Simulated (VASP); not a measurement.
# Er3O (Pm-3m) in VASP: a series of runs

The runs below take Er3O through relaxation of cell and atoms, single point, with PBE.

Everything below comes from runs of VASP 6.6.1. Logs are shortened: lines on timing, memory, paths and dates and some standing lists are left out, and cuts for length are marked.

## 1. The cell of the first run

It takes space group Pm-3m (No. 221, cubic). The conventional cell has a = 4.437 Å, b = 4.437 Å, c = 4.437 Å, α = 90.00°, β = 90.00°, γ = 90.00°. Within 4.1 Å of Er (site symmetry 4/mmm) lie 8 Er at 3.14 Å and 4 O at 3.14 Å. O (site symmetry m-3m) has 12 Er at 3.14 Å within 4.1 Å.

The cell was generated, and may not be a known phase.

## 2. Relaxation of cell and atoms, PBE

INCAR reads:

```
PREC = Accurate
ENCUT = 600
EDIFF = 1E-7
ISMEAR = 0
SIGMA = 0.1
LREAL = False
LASPH = True
NELM = 200
ALGO = Normal
ISIF = 3
LWAVE = False
LCHARG = False
GGA = PE
IBRION = 2
NSW = 90
EDIFFG = -0.04
GGA_COMPAT = False
NELMIN = 4
LMAXMIX = 6
```

KPOINTS reads:

```
Automatic mesh
0
Gamma
  4 4 4
```

POSCAR reads:

```
Er3O
1.0
    4.4373046300      0.0000000000      0.0000000000
    0.0000000000      4.4373046300      0.0000000000
    0.0000000000      0.0000000000      4.4373046300
Er O
3 1
Direct
    0.0000000000      0.5000000000      0.5000000000
    0.5000000000      0.0000000000      0.5000000000
    0.5000000000      0.5000000000      0.0000000000
    0.0000000000      0.0000000000      0.0000000000
```

Potentials or basis: VASP PAW PBE potentials, release 64 (Er_3, O), 4f in core.

Launch:

```bash
cat potpaw_PBE.64/Er_3/POTCAR potpaw_PBE.64/O/POTCAR > POTCAR
mpirun -np 1 vasp_std > vasp.out
```

OUTCAR:

```text
PREC = Accurate
   ENCUT = 600
   EDIFF = 1E-7
   ISMEAR = 0
   LREAL = False
   LASPH = True
   NELM = 200
   ISIF = 3
   GGA = PE
   IBRION = 2
   NSW = 90
   EDIFFG = -0.04
   NELMIN = 4

 ion  position               nearest neighbor table
   1  0.000  0.500  0.500-   2 3.14   3 3.14   3 3.14   2 3.14   2 3.14   3 3.14   3 3.14   2 3.14

   2  0.500  0.000  0.500-   1 3.14   3 3.14   3 3.14   1 3.14   3 3.14   3 3.14   1 3.14   1 3.14

   3  0.500  0.500  0.000-   1 3.14   2 3.14   1 3.14   2 3.14   2 3.14   2 3.14   1 3.14   1 3.14

   4  0.000  0.000  0.000-

  LATTYP: Found a simple cubic cell.
 ALAT       =     4.4373046300

  Lattice vectors:

 A1 = (   4.4373046300,   0.0000000000,   0.0000000000)
 A2 = (   0.0000000000,   4.4373046300,   0.0000000000)
 A3 = (   0.0000000000,   0.0000000000,   4.4373046300)

Analysis of symmetry for initial positions (statically):
=====================================================================
 Subroutine PRICEL returns:
 Original cell was already a primitive cell.

 Routine SETGRP: Setting up the symmetry group for a
 simple cubic supercell.

 Subroutine GETGRP returns: Found 48 space group operations
 (whereof 48 operations were pure point group operations)
 out of a pool of 48 trial point group operations.

The static configuration has the point symmetry O_h .

Analysis of symmetry for dynamics (positions and initial velocities):
=====================================================================
 Subroutine PRICEL returns:
 Original cell was already a primitive cell.

 Routine SETGRP: Setting up the symmetry group for a
 simple cubic supercell.

 Subroutine GETGRP returns: Found 48 space group operations
 (whereof 48 operations were pure point group operations)
 out of a pool of 48 trial point group operations.

The dynamic configuration has the point symmetry O_h .

 Subroutine INISYM returns: Found 48 space group operations
 (whereof 48 operations are pure point group operations),
 and found     1 'primitive' translations

----------------------------------------------------------------------------------------

                                     Primitive cell

  volume of cell :      87.3691

  direct lattice vectors                    reciprocal lattice vectors
     4.437304630  0.000000000  0.000000000     0.225362035  0.000000000  0.000000000
     0.000000000  4.437304630  0.000000000     0.000000000  0.225362035  0.000000000
     0.000000000  0.000000000  4.437304630     0.000000000  0.000000000  0.225362035

  length of vectors
     4.437304630  4.437304630  4.437304630     0.225362035  0.225362035  0.225362035

  position of ions in fractional coordinates (direct lattice)
     0.000000000  0.500000000  0.500000000
     0.500000000  0.000000000  0.500000000
     0.500000000  0.500000000  0.000000000
     0.000000000  0.000000000  0.000000000

  ion indices of the primitive-cell ions
   primitive index   ion index
                 1           1
                 2           2
                 3           3
                 4           4

----------------------------------------------------------------------------------------

 KPOINTS: Automatic mesh

Automatic generation of k-mesh.
 Grid dimensions read from file:
 generate k-points for:    4    4    4

 Generating k-lattice:

  Cartesian coordinates                     Fractional coordinates (reciprocal lattice)
     0.056340509  0.000000000  0.000000000     0.250000000  0.000000000  0.000000000
     0.000000000  0.056340509  0.000000000     0.000000000  0.250000000  0.000000000
     0.000000000  0.000000000  0.056340509     0.000000000  0.000000000  0.250000000

  Length of vectors
     0.056340509  0.056340509  0.056340509

  Shift w.r.t. Gamma in fractional coordinates (k-lattice)
     0.000000000  0.000000000  0.000000000

 Subroutine IBZKPT returns following result:
 ===========================================

 Found     10 irreducible k-points:

 Following reciprocal coordinates:
            Coordinates               Weight
  0.000000  0.000000  0.000000      1.000000
  0.250000  0.000000  0.000000      6.000000
  0.500000  0.000000  0.000000      3.000000
  0.250000  0.250000  0.000000     12.000000
  0.500000  0.250000  0.000000     12.000000
  0.500000  0.500000  0.000000      3.000000
  0.250000  0.250000  0.250000      8.000000
  0.500000  0.250000  0.250000     12.000000
  0.500000  0.500000  0.250000      6.000000
  0.500000  0.500000  0.500000      1.000000
   k-points           NKPTS =     10   k-points in BZ     NKDIM =     10   number of bands    NBANDS=     20
   number of dos      NEDOS =    301   number of ions     NIONS =      4
   total plane-waves  NPLWV =  46656
   dimension x,y,z NGX =    36 NGY =   36 NGZ =   36
   dimension x,y,z NGXF=    72 NGYF=   72 NGZF=   72
   ions per type =               3   1
   NGX,Y,Z   is equivalent  to a cutoff of  13.49, 13.49, 13.49 a.u.
   NGXF,Y,Z  is equivalent  to a cutoff of  26.98, 26.98, 26.98 a.u.
 SYSTEM =  unknown system
   PREC   = accura    normal or accurate (medium, high low for compatibility)
   ISTART =      0    job   : 0-new  1-cont  2-samecut
   ICHARG =      2    charge: 1-file 2-atom 10-const
   ISPIN  =      1    spin polarized calculation?
   LNONCOLLINEAR =      F non collinear calculations
   LSORBIT =      F    spin-orbit coupling
   LASPH  =      T    aspherical Exc in radial PAW
   ENCUT  =  600.0 eV  44.10 Ry    6.64 a.u.   8.86  8.86  8.86*2*pi/ulx,y,z
   NELM   =    200;   NELMIN=  4; NELMDL= -5     # of ELM steps
   EDIFF  = 0.1E-06   stopping-criterion for ELM
   LREAL  =      F    real-space projection
   EDIFFG = -.4E-01   stopping-criterion for IOM
   NSW    =     90    number of steps for IOM
   IBRION =      2    ionic relax: 0-MD 1-quasi-New 2-CG
   NFREE  =      1    steps in history (QN), initial steepest desc. (CG)
   ISIF   =      3    stress and relaxation
   ISYM   =      2    0-nonsym 1-usesym 2-fastsym
   POTIM  = 0.5000    time-step for ionic-motion
   TEBEG  =    0.0;   TEEND  =   0.0 temperature during run
   PSTRESS=    0.0 pullay stress
   NELECT =      33.0000    total number of electrons
   NUPDOWN=      -1.0000    fix difference up-down
   EMIN   =  10.00;   EMAX   =-10.00  energy-range for DOS
   EFERMI =   0.00;   METHOD = LEGACY
   ISMEAR =     0;   SIGMA  =   0.10  broadening in eV -4-tet -1-fermi 0-gaus
   EFERMI_NEDOS =   21; number of points for ismear=-14 and -15
   IALGO  =     38    algorithm
   IMIX   =      4    mixing-type and parameters
     AMIX     =   0.40;   BMIX     =  1.00
     AMIX_MAG =   1.60;   BMIX_MAG =  1.00
  volume/ion in A,a.u.               =      21.84       147.40
  Fermi-wavevector in a.u.,A,eV,Ry     =   1.183387  2.236278 19.053673  1.400405
  Thomas-Fermi vector in A             =   2.319623
   LORBIT       =      0    0 simple, 1 ext, 2 COOP (PROOUT), +10 PAW based schemes
   GGA     = PE    functional components
   LHFCALC =     F    Hartree Fock is set to
   AEXX    =    0.0000 exact exchange contribution
   IVDW    =     0    specifies the selected vdW correction
   LEPSILON=     F    determine dielectric tensor
   LRPA    =     F    only Hartree local field effects (RPA)
 conjugate gradient relaxation of ions
 non-spin polarized calculation
 Gauss-broadening in eV      SIGMA  =   0.10
  energy-cutoff  :      600.00
  volume of cell :       87.37
 maximum number of plane-waves:      2968
 NGX is ok and might be reduce to    36
   NGX = 17   NGY = 17   NGZ = 17

--------------------------------------- Ionic step        1  -------------------------------------------

 number of electron      32.9999998 magnetization

 Free energy of the ion-electron system (eV)
  ---------------------------------------------------
  ext. energy  EPLUGINS =         0.00000000
  ---------------------------------------------------
  free energy    TOTEN  =       -17.87066990 eV

  energy without entropy =      -17.84781736  energy(sigma->0) =      -17.85924363

------------------------ aborting loop because EDIFF is reached ----------------------------------------

  FORCE on cell =-STRESS in cart. coord.  units (eV):
  Direction    XX          YY          ZZ          XY          YZ          ZX
  --------------------------------------------------------------------------------------
  -------------------------------------------------------------------------------------
  Total        2.4829037      2.4829037      2.4829037      0.0000000     -0.0000000     -0.0000000
  in kB       45.5315804     45.5315804     45.5315804      0.0000000     -0.0000000     -0.0000000
  external PRESSURE =      45.5315804 kB  Pullay stress =       0.0000000 kB

 VOLUME and BASIS-vectors are now :
 -----------------------------------------------------------------------------
  energy-cutoff  :      600.00
  volume of cell :       87.37
      direct lattice vectors                 reciprocal lattice vectors
     4.437304630  0.000000000  0.000000000     0.225362035  0.000000000  0.000000000
     0.000000000  4.437304630  0.000000000     0.000000000  0.225362035  0.000000000
     0.000000000  0.000000000  4.437304630     0.000000000  0.000000000  0.225362035

 POSITION                                       TOTAL-FORCE (eV/Angst)
 -----------------------------------------------------------------------------------
      0.00000      2.21865      2.21865         0.000000      0.000000      0.000000
      2.21865      0.00000      2.21865         0.000000      0.000000      0.000000
      2.21865      2.21865      0.00000         0.000000      0.000000      0.000000
      0.00000      0.00000      0.00000         0.000000      0.000000      0.000000
 -----------------------------------------------------------------------------------
    total drift:                                0.000000      0.000000      0.000000

  FREE ENERGIE OF THE ION-ELECTRON SYSTEM (eV)
  ---------------------------------------------------
  free  energy   TOTEN  =       -17.8706699004 eV

  energy  without entropy=      -17.8478173602  energy(sigma->0) =      -17.85924363

--------------------------------------- Ionic step        2  -------------------------------------------

 number of electron      33.0000005 magnetization

 E-fermi :   3.2276     XC(G=0): -10.1143

 val. band max:        3.2075649602   @ k =   0.2500   0.0000   0.0000
 cond. band min:       3.3211628123   @ k =   0.5000   0.2500   0.0000
 fundamental gap:      0.1135978521
 Fermi energy:         3.2275746219

 k-point     1 :       0.0000    0.0000    0.0000
  band No.  band energies     occupation
      1     -21.9598      2.00000
      2     -21.9598      2.00000
      3     -21.9598      2.00000
      4     -21.4970      2.00000
      5     -21.4970      2.00000
      6     -21.4970      2.00000
[... 12 lines left out ...]
     19       2.5582      2.00000
     20       2.5582      2.00000
[... 227 lines left out ...]
 POSITION                                       TOTAL-FORCE (eV/Angst)
 -----------------------------------------------------------------------------------
      0.00000      2.28509      2.28509         0.000000     -0.000000      0.000000
      2.28509      0.00000      2.28509        -0.000000     -0.000000      0.000000
      2.28509      2.28509     -0.00000        -0.000000      0.000000      0.000000
      0.00000      0.00000      0.00000        -0.000000      0.000000      0.000000
 -----------------------------------------------------------------------------------
    total drift:                                0.000000      0.000000      0.000000

  FREE ENERGIE OF THE ION-ELECTRON SYSTEM (eV)
  ---------------------------------------------------
  free  energy   TOTEN  =       -17.9709055507 eV

  energy  without entropy=      -17.9465297148  energy(sigma->0) =      -17.95871763

--------------------------------------- Ionic step        3  -------------------------------------------

 number of electron      33.0000004 magnetization

 Free energy of the ion-electron system (eV)
  ---------------------------------------------------
  ext. energy  EPLUGINS =         0.00000000
  ---------------------------------------------------
  free energy    TOTEN  =       -17.97142500 eV

  energy without entropy =      -17.94726151  energy(sigma->0) =      -17.95934326

 E-fermi :   3.2598     XC(G=0): -10.1416

 val. band max:        3.2386769256   @ k =   0.2500   0.0000   0.0000
 cond. band min:       3.3546474002   @ k =   0.5000   0.2500   0.0000
 fundamental gap:      0.1159704746
 Fermi energy:         3.2597849730

 k-point     1 :       0.0000    0.0000    0.0000
  band No.  band energies     occupation
      1     -21.9201      2.00000
      2     -21.9201      2.00000
      3     -21.9201      2.00000
      4     -21.4471      2.00000
      5     -21.4471      2.00000
      6     -21.4471      2.00000
[... 12 lines left out ...]
     19       2.5824      2.00000
     20       2.5824      2.00000
[... 227 lines left out ...]
 POSITION                                       TOTAL-FORCE (eV/Angst)
 -----------------------------------------------------------------------------------
      0.00000      2.28033      2.28033         0.000000      0.000000      0.000000
      2.28033      0.00000      2.28033        -0.000000     -0.000000      0.000000
      2.28033      2.28033     -0.00000        -0.000000      0.000000      0.000000
      0.00000      0.00000      0.00000        -0.000000      0.000000      0.000000
 -----------------------------------------------------------------------------------
    total drift:                                0.000000      0.000000      0.000000

  FREE ENERGIE OF THE ION-ELECTRON SYSTEM (eV)
  ---------------------------------------------------
  free  energy   TOTEN  =       -17.9714250035 eV

  energy  without entropy=      -17.9472615129  energy(sigma->0) =      -17.95934326

 reached required accuracy - stopping structural energy minimisation
```

Run time: 58 s. Hardware: 1 thread of Intel Xeon Platinum 8488C (Sapphire Rapids), shared host; peak memory 0.22 GiB.

Results:

- Free energy: -17.9714 eV
- Relaxed volume: 23.72 Å³/atom
- Relaxed cell: a = 4.561 Å, b = 4.561 Å, c = 4.561 Å, α = 90.00°, β = 90.00°, γ = 90.00°
- Space group after relaxing (to 0.1 Å): Pm-3m (No. 221)
- Energy gained by relaxing: 25.2 meV/atom
- Ionic steps: 3
- Pressure after relaxing: 0.0 GPa

The path:
| step | energy change (eV) | largest force (eV/Å) | pressure (GPa) | volume (Å³) |
| --- | --- | --- | --- | --- |
| 1 | 0.0000 | 0.0000 | 4.55 | 87.37 |
| 2 | -0.1002 | 0.0000 | -0.29 | 95.46 |
| 3 | -0.1008 | 0.0000 | 0.01 | 94.86 |

Final structure:
```
CELL_PARAMETERS angstrom
4.56067 0.00000 0.00000
0.00000 4.56067 0.00000
0.00000 0.00000 4.56067
ATOMIC_POSITIONS crystal
Er 0.00000 0.50000 0.50000
Er 0.50000 0.00000 0.50000
Er 0.50000 0.50000 0.00000
O 0.00000 0.00000 0.00000
```

Caveat: the highest band is partly filled, so the run has too few bands; spin-orbit coupling is left out, which moves the levels of the heavy elements; the 4f electrons are frozen in the core, so they carry no moment and show no levels; the run has no spin polarisation, though such a crystal can be magnetic.

## 3. Single point, PBE

This run uses another cell than the first one, of 23.30 Å³/atom.

INCAR reads:

```
ALGO     = Normal         # electronic algorithm
EDIFF    = 1E-6           # SCF threshold, eV
ENCUT    = 600            # plane-wave cutoff, eV
GGA      = PE             # functional
GGA_COMPAT= False        
ISIF     = 2              # what is computed and relaxed
ISMEAR   = 0              # smearing method
LASPH    = True           # aspherical terms in the spheres
LCHARG   = False          # write CHGCAR
LMAXMIX  = 6              # l up to which the mixer works
LREAL    = False          # projectors in reciprocal space
LWAVE    = False          # write WAVECAR
NBANDS   = 24             # bands
NELM     = 200            # most SCF steps
PREC     = Accurate       # precision mode
SIGMA    = 0.1            # smearing width, eV
```

KPOINTS reads:

```
k-points
0
Gamma
  10 10 10
```

POSCAR reads:

```
Er3O
1.0
    4.5339024304      0.0000000000      0.0000000000
    0.0000000000      4.5339024304      0.0000000000
    0.0000000000      0.0000000000      4.5339024304
Er O
3 1
Direct
    0.0000000000      0.5000000000      0.5000000000
    0.5000000000      0.0000000000      0.5000000000
    0.5000000000      0.5000000000      0.0000000000
    0.0000000000      0.0000000000      0.0000000000
```

Potentials or basis: VASP PAW PBE potentials, release 64 (Er_3, O), 4f in core.

Launch:

```bash
cat potpaw_PBE.64/Er_3/POTCAR potpaw_PBE.64/O/POTCAR > POTCAR
mpirun -np 1 vasp_std > vasp.out
```

Wall time 1.9 min (1 thread of Intel Xeon Platinum 8488C (Sapphire Rapids), shared host); peak memory 0.28 GiB.

The run converged. Its results:

| Item | Value |
| --- | --- |
| Free energy | -17.9424 eV |
| Pressure | 0.5 GPa |
| Band gap on the k mesh | zero (an odd number of electrons rules out a gap without spin polarisation) |

Levels at points of the mesh, in eV from the Fermi level:
| k point | band 14 | band 15 | band 16 | band 17 | band 18 | band 19 |
| --- | --- | --- | --- | --- | --- | --- |
| (0.00, 0.00, 0.00) | -2.82 | -1.75 | -1.19 | -1.19 | -0.74 | -0.74 |
| (0.50, 0.00, 0.00) | -2.28 | -0.95 | -0.27 | 0.37 | 0.69 | 1.58 |
| (0.50, 0.50, 0.00) | -1.01 | -0.36 | -0.36 | 0.45 | 1.25 | 1.57 |
| (0.50, 0.50, 0.50) | -1.99 | -1.99 | -1.99 | -0.33 | 1.75 | 1.75 |

Caveat: spin-orbit coupling is left out, which moves the levels of the heavy elements; the 4f electrons are frozen in the core, so they carry no moment and show no levels; an odd number of electrons without spin polarisation forces a metal; a magnetic or distorted state may lie lower; the run has no spin polarisation, though such a crystal can be magnetic. Spin polarisation is off, so any magnetic state and its effect on volume and gap are missing.

(Continued in part 2 of 2.)
